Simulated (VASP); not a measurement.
# LiF (P6_3mc) in VASP: a series of runs

LiF is run at these levels: PBE; tasks: single point.

All numbers are computed with VASP 6.6.1; they aren't measurements. Logs are shortened: lines on timing, memory, paths and dates and some standing lists are left out, and cuts for length are marked.

## (1) The cell of the first run

Symmetry: P6_3mc, No. 186, hexagonal system. The conventional cell has a = 3.026 Å, b = 3.026 Å, c = 4.604 Å, α = 90.00°, β = 90.00°, γ = 120.00°. Li (site symmetry 3m) has 4 F at 1.78 to 1.82 Å within 2.4 Å. Within 2.4 Å of F (site symmetry 3m) lie 4 Li at 1.78 to 1.82 Å.

## (2) Single point, PBE (volume 9.126 Å^3 an atom, c/a of the conventional cell 1.5216)

INCAR reads:

```
PREC     = Accurate       # precision mode
ENCUT    = 520            # plane-wave cutoff, eV
EDIFF    = 1E-6           # SCF threshold, eV
ISMEAR   = 0              # smearing method
SIGMA    = 0.05           # smearing width, eV
LREAL    = F              # projectors in reciprocal space
LASPH    = T              # aspherical terms in the spheres
NELM     = 80             # most SCF steps
ALGO     = Normal         # electronic algorithm
ISIF     = 2              # what is computed and relaxed
LWAVE    = F              # write WAVECAR
LCHARG   = F              # write CHGCAR
GGA      = PE             # functional
NBANDS   = 18             # bands
```

KPOINTS reads:

```
Automatic mesh
0
Gamma
  9 9 6
```

POSCAR reads:

```
LiF
1.0
    3.0257736848      0.0000000000      0.0000000000
   -1.5128868424      2.6203968771      0.0000000000
    0.0000000000      0.0000000000      4.6040172388
Li F
2 2
Direct
    0.3333333333      0.6666666667      0.3810713234
    0.6666666667      0.3333333333      0.8810713234
    0.3333333333      0.6666666667      0.9939266766
    0.6666666667      0.3333333333      0.4939266766
```

Potentials or basis: VASP PAW PBE potentials, release 64 (Li_sv, F).

Run with:

```console
cat potpaw_PBE.64/Li_sv/POTCAR potpaw_PBE.64/F/POTCAR > POTCAR
mpirun -np 1 vasp_std > vasp.out
```

OUTCAR:

```text
PREC = Accurate
   ENCUT = 520
   EDIFF = 1E-6
   ISMEAR = 0
   LREAL = F
   LASPH = T
   NELM = 80
   ISIF = 2
   GGA = PE

 ion  position               nearest neighbor table
   1  0.333  0.667  0.381-   3 1.78   4 1.82   4 1.82   4 1.82
   2  0.667  0.333  0.881-   4 1.78   3 1.82   3 1.82   3 1.82
   3  0.333  0.667  0.994-   1 1.78   2 1.82   2 1.82   2 1.82
   4  0.667  0.333  0.494-   2 1.78   1 1.82   1 1.82   1 1.82

  LATTYP: Found a hexagonal cell.
 ALAT       =     3.0257736848
 C/A-ratio  =     1.5216000000

  Lattice vectors:

 A1 = (   3.0257736848,   0.0000000000,   0.0000000000)
 A2 = (  -1.5128868424,   2.6203968771,   0.0000000000)
 A3 = (   0.0000000000,   0.0000000000,   4.6040172388)

Analysis of symmetry for initial positions (statically):
=====================================================================
 Subroutine PRICEL returns:
 Original cell was already a primitive cell.

 Routine SETGRP: Setting up the symmetry group for a
 hexagonal supercell.

 Subroutine GETGRP returns: Found 12 space group operations
 (whereof  6 operations were pure point group operations)
 out of a pool of 24 trial point group operations.

The static configuration has the point symmetry C_3v.
 The point group associated with its full space group is C_6v.

Analysis of symmetry for dynamics (positions and initial velocities):
=====================================================================
 Subroutine PRICEL returns:
 Original cell was already a primitive cell.

 Routine SETGRP: Setting up the symmetry group for a
 hexagonal supercell.

 Subroutine GETGRP returns: Found 12 space group operations
 (whereof  6 operations were pure point group operations)
 out of a pool of 24 trial point group operations.

The dynamic configuration has the point symmetry C_3v.
 The point group associated with its full space group is C_6v.

 Subroutine INISYM returns: Found 12 space group operations
 (whereof  6 operations are pure point group operations),
 and found     1 'primitive' translations

----------------------------------------------------------------------------------------

                                     Primitive cell

  volume of cell :      36.5040

  direct lattice vectors                    reciprocal lattice vectors
     3.025773685  0.000000000  0.000000000     0.330493984  0.190810791  0.000000000
    -1.512886842  2.620396877  0.000000000     0.000000000  0.381621581  0.000000000
     0.000000000  0.000000000  4.604017239     0.000000000  0.000000000  0.217201619

  length of vectors
     3.025773685  3.025773685  4.604017239     0.381621581  0.381621581  0.217201619

  position of ions in fractional coordinates (direct lattice)
     0.333333333  0.666666667  0.381071323
     0.666666667  0.333333333  0.881071323
     0.333333333  0.666666667  0.993926677
     0.666666667  0.333333333  0.493926677

  ion indices of the primitive-cell ions
   primitive index   ion index
                 1           1
                 2           2
                 3           3
                 4           4

----------------------------------------------------------------------------------------

 KPOINTS: Automatic mesh

Automatic generation of k-mesh.
 Grid dimensions read from file:
 generate k-points for:    9    9    6

 Generating k-lattice:

  Cartesian coordinates                     Fractional coordinates (reciprocal lattice)
     0.036721554  0.021201199  0.000000000     0.111111111 -0.000000000  0.000000000
     0.000000000  0.042402398  0.000000000     0.000000000  0.111111111  0.000000000
     0.000000000  0.000000000  0.036200270     0.000000000  0.000000000  0.166666667

  Length of vectors
     0.042402398  0.042402398  0.036200270

  Shift w.r.t. Gamma in fractional coordinates (k-lattice)
     0.000000000  0.000000000  0.000000000

 Subroutine IBZKPT returns following result:
 ===========================================

 Found     48 irreducible k-points:

 Following reciprocal coordinates:
            Coordinates               Weight
  0.000000  0.000000  0.000000      1.000000
  0.111111  0.000000  0.000000      6.000000
  0.222222 -0.000000  0.000000      6.000000
  0.333333  0.000000  0.000000      6.000000
  0.444444 -0.000000  0.000000      6.000000
  0.111111  0.111111  0.000000      6.000000
[... 16 lines left out ...]
  0.333333  0.222222  0.166667     24.000000
  0.333333  0.333333  0.166667      4.000000
 [... further k-points ...]
   k-points           NKPTS =     48   k-points in BZ     NKDIM =     48   number of bands    NBANDS=     18
   number of dos      NEDOS =    301   number of ions     NIONS =      4
   total plane-waves  NPLWV =  20736
   dimension x,y,z NGX =    24 NGY =   24 NGZ =   36
   dimension x,y,z NGXF=    48 NGYF=   48 NGZF=   72
   ions per type =               2   2
   NGX,Y,Z   is equivalent  to a cutoff of  13.19, 13.19, 13.00 a.u.
   NGXF,Y,Z  is equivalent  to a cutoff of  26.37, 26.37, 26.00 a.u.
 SYSTEM =  unknown system
   PREC   = accura    normal or accurate (medium, high low for compatibility)
   ISTART =      0    job   : 0-new  1-cont  2-samecut
   ICHARG =      2    charge: 1-file 2-atom 10-const
   ISPIN  =      1    spin polarized calculation?
   LNONCOLLINEAR =      F non collinear calculations
   LSORBIT =      F    spin-orbit coupling
   LASPH  =      T    aspherical Exc in radial PAW
   ENCUT  =  520.0 eV  38.22 Ry    6.18 a.u.   5.63  5.63  8.56*2*pi/ulx,y,z
   NELM   =     80;   NELMIN=  2; NELMDL= -5     # of ELM steps
   EDIFF  = 0.1E-05   stopping-criterion for ELM
   LREAL  =      F    real-space projection
   EDIFFG = 0.1E-04   stopping-criterion for IOM
   NSW    =      0    number of steps for IOM
   IBRION =     -1    ionic relax: 0-MD 1-quasi-New 2-CG
   NFREE  =      0    steps in history (QN), initial steepest desc. (CG)
   ISIF   =      2    stress and relaxation
   ISYM   =      2    0-nonsym 1-usesym 2-fastsym
   POTIM  = 0.5000    time-step for ionic-motion
   TEBEG  =    0.0;   TEEND  =   0.0 temperature during run
   PSTRESS=    0.0 pullay stress
   NELECT =      20.0000    total number of electrons
   NUPDOWN=      -1.0000    fix difference up-down
   EMIN   =  10.00;   EMAX   =-10.00  energy-range for DOS
   EFERMI =   0.00;   METHOD = LEGACY
   ISMEAR =     0;   SIGMA  =   0.05  broadening in eV -4-tet -1-fermi 0-gaus
   EFERMI_NEDOS =   21; number of points for ismear=-14 and -15
   IALGO  =     38    algorithm
   IMIX   =      4    mixing-type and parameters
     AMIX     =   0.40;   BMIX     =  1.00
     AMIX_MAG =   1.60;   BMIX_MAG =  1.00
  volume/ion in A,a.u.               =       9.13        61.59
  Fermi-wavevector in a.u.,A,eV,Ry     =   1.339588  2.531455 24.415611  1.794497
  Thomas-Fermi vector in A             =   2.467968
   LORBIT       =      0    0 simple, 1 ext, 2 COOP (PROOUT), +10 PAW based schemes
   GGA     = PE    functional components
   LHFCALC =     F    Hartree Fock is set to
   AEXX    =    0.0000 exact exchange contribution
   IVDW    =     0    specifies the selected vdW correction
   LEPSILON=     F    determine dielectric tensor
   LRPA    =     F    only Hartree local field effects (RPA)
 non-spin polarized calculation
 Gauss-broadening in eV      SIGMA  =   0.05
  energy-cutoff  :      520.00
  volume of cell :       36.50
 maximum number of plane-waves:      1007
 NGX is ok and might be reduce to    24
   NGX = 11   NGY = 11   NGZ = 17

 number of electron      19.9999984 magnetization

 Free energy of the ion-electron system (eV)
  ---------------------------------------------------
  ext. energy  EPLUGINS =         0.00000000
  ---------------------------------------------------
  free energy    TOTEN  =       -19.16521306 eV

  energy without entropy =      -19.16521306  energy(sigma->0) =      -19.16521306

 E-fermi :  -1.7113     XC(G=0):  -9.2116

 val. band max:       -2.0204535482   @ k =   0.0000   0.0000   0.0000
 cond. band min:       6.2205418497   @ k =   0.0000   0.0000   0.0000
 fundamental gap:      8.2409953978
 Fermi energy:        -1.7112753398

 k-point     1 :       0.0000    0.0000    0.0000
  band No.  band energies     occupation
      1     -42.2880      2.00000
      2     -42.2221      2.00000
      3     -21.6429      2.00000
      4     -21.3477      2.00000
      5      -4.4727      2.00000
      6      -2.6304      2.00000
[... 10 lines left out ...]
     17      18.2128      0.00000
     18      19.7329      0.00000

 k-point     2 :       0.1111    0.0000    0.0000
  band No.  band energies     occupation
      1     -42.2827      2.00000
      2     -42.2207      2.00000
      3     -21.6251      2.00000
      4     -21.3462      2.00000
      5      -4.4075      2.00000
      6      -2.7655      2.00000
[... 10 lines left out ...]
     17      18.4410      0.00000
     18      19.5631      0.00000

 k-point     3 :       0.2222   -0.0000    0.0000
  band No.  band energies     occupation
      1     -42.2689      2.00000
      2     -42.2170      2.00000
      3     -21.5768      2.00000
      4     -21.3431      2.00000
      5      -4.2422      2.00000
      6      -3.1504      2.00000
[... 10 lines left out ...]
     17      18.4925      0.00000
     18      18.9594      0.00000

 k-point     4 :       0.3333    0.0000    0.0000
  band No.  band energies     occupation
      1     -42.2517      2.00000
      2     -42.2143      2.00000
      3     -21.5130      2.00000
      4     -21.3468      2.00000
      5      -4.1504      2.00000
      6      -3.4646      2.00000
[... 375 lines left out ...]
      4     -21.3615      2.00000
      5      -3.9680      2.00000
      6      -3.8658      2.00000
[... 10 lines left out ...]
     17      18.7272      0.00000
     18      19.8090      0.00000

 k-point    23 :       0.3333    0.2222    0.1667
  band No.  band energies     occupation
      1     -42.2300      2.00000
      2     -42.2173      2.00000
      3     -21.4287      2.00000
      4     -21.3746      2.00000
      5      -4.2437      2.00000
      6      -3.6322      2.00000
[... 10 lines left out ...]
     17      18.0807      0.00000
     18      20.1525      0.00000

 k-point    24 :       0.3333    0.3333    0.1667
  band No.  band energies     occupation
      1     -42.2219      2.00000
      2     -42.2219      2.00000
      3     -21.3958      2.00000
      4     -21.3958      2.00000
      5      -4.3101      2.00000
      6      -3.4320      2.00000
[... 10 lines left out ...]
     17      17.3518      0.00000
     18      20.1740      0.00000

 [... further k-points ...]
[... 5 lines left out ...]
  --------------------------------------------------------------------------------------
  -------------------------------------------------------------------------------------
  Total        1.6823918      1.6823918      2.4830376      0.0000000     -0.0000000      0.0000000
  in kB       73.8409481     73.8409481    108.9816615      0.0000000     -0.0000000      0.0000000
  external PRESSURE =      85.5545192 kB  Pullay stress =       0.0000000 kB

 VOLUME and BASIS-vectors are now :
 -----------------------------------------------------------------------------
  energy-cutoff  :      520.00
  volume of cell :       36.50
      direct lattice vectors                 reciprocal lattice vectors
     3.025773685  0.000000000  0.000000000     0.330493984  0.190810791  0.000000000
    -1.512886842  2.620396877  0.000000000     0.000000000  0.381621581  0.000000000
     0.000000000  0.000000000  4.604017239     0.000000000  0.000000000  0.217201619

 POSITION                                       TOTAL-FORCE (eV/Angst)
 -----------------------------------------------------------------------------------
     -0.00000      1.74693      1.75446         0.000000      0.000000      0.213204
      1.51289      0.87347      4.05647        -0.000000      0.000000      0.213204
     -0.00000      1.74693      4.57606        -0.000000      0.000000     -0.213204
      1.51289      0.87347      2.27405         0.000000     -0.000000     -0.213204
 -----------------------------------------------------------------------------------
    total drift:                                0.000001      0.000001     -0.001169

  FREE ENERGIE OF THE ION-ELECTRON SYSTEM (eV)
  ---------------------------------------------------
  free  energy   TOTEN  =       -19.1652130647 eV

  energy  without entropy=      -19.1652130647  energy(sigma->0) =      -19.16521306
```

Wall time 32 s (1 thread of AMD EPYC 7R43 (Zen 3), shared host); peak memory 0.12 GiB.

Results:

| Quantity | Value |
| --- | --- |
| Free energy | -19.1652 eV |
| Largest force | 0.213 eV/Å |
| Band gap on the k mesh | 8.24 eV, direct |

Forces in eV/Å, atoms in the order of the input:
```
Li   0.000  0.000  0.213
Li   0.000  0.000  0.213
F    0.000  0.000 -0.213
F    0.000  0.000 -0.213
```

Levels at points of the mesh, in eV from the valence-band top:
```csv
k point,band 7,band 8,band 9,band 10,band 11,band 12,band 13,band 14
"(0.00, 0.00, 0.00)",-0.61,-0.21,-0.21,0.00,8.24,12.79,16.27,18.95
"(0.00, 0.00, 0.50)",-0.41,-0.41,-0.41,-0.41,10.02,10.02,18.64,18.64
```

Caveat: the cutoff is under 1.25 times the usual one of these potentials, so pressure, stress and relaxed cells hold a basis-set (Pulay) error. A k mesh can miss the band edges.

## (3) Single point, PBE (volume 9.126 Å^3 an atom, c/a of the conventional cell 1.4325)

INCAR reads:

```
  PREC = Accurate
  ENCUT = 520
  EDIFF = 1E-6
  ISMEAR = 0
  SIGMA = 0.05
  LREAL = False
  LASPH = True
  NELM = 100
  ALGO = Normal
  ISIF = 2
  LWAVE = False
  LCHARG = True
  GGA = PE
  LELF = True
  LVHAR = True
  NBANDS = 18
```

KPOINTS reads:

```
regular mesh
0
Gamma
  9 9 6
```

POSCAR reads:

```
LiF
1.0
    3.0872495155      0.0000000000      0.0000000000
   -1.5436247577      2.6736365083      0.0000000000
    0.0000000000      0.0000000000      4.4224849310
Li F
2 2
Direct
    0.3333333333      0.6666666667      0.3810713234
    0.6666666667      0.3333333333      0.8810713234
    0.3333333333      0.6666666667      0.9939266766
    0.6666666667      0.3333333333      0.4939266766
```

Potentials or basis: VASP PAW PBE potentials, release 64 (Li_sv, F).

Run with:

```console
cat potpaw_PBE.64/Li_sv/POTCAR potpaw_PBE.64/F/POTCAR > POTCAR
mpirun -np 1 vasp_std > vasp.out
```

Wall time 31 s (1 thread of AMD EPYC 7R43 (Zen 3), shared host); peak memory 0.13 GiB.

Results (log left out):

```
Free energy            : -19.0929 eV
Largest force          : 0.709 eV/Å
Band gap on the k mesh : 8.16 eV, direct
```

Forces in eV/Å, atoms in the order of the input:
```
Li   0.000  0.000  0.709
Li   0.000  0.000  0.709
F    0.000  0.000 -0.709
F    0.000  0.000 -0.709
```

Levels at points of the mesh, in eV from the valence-band top:
```tsv
k point	band 6	band 7	band 8	band 9	band 10	band 11	band 12	band 13	band 14	band 15
(0.00, 0.00, 0.00)	-0.77	-0.77	-0.26	-0.26	0.00	8.16	13.11	16.56	18.42	18.42
(0.00, 0.00, 0.50)	-1.26	-0.51	-0.51	-0.51	-0.51	10.04	10.04	18.69	18.69	18.69
```

Caveat: the cutoff is under 1.25 times the usual one of these potentials, so pressure, stress and relaxed cells hold a basis-set (Pulay) error. A k mesh can miss the band edges.
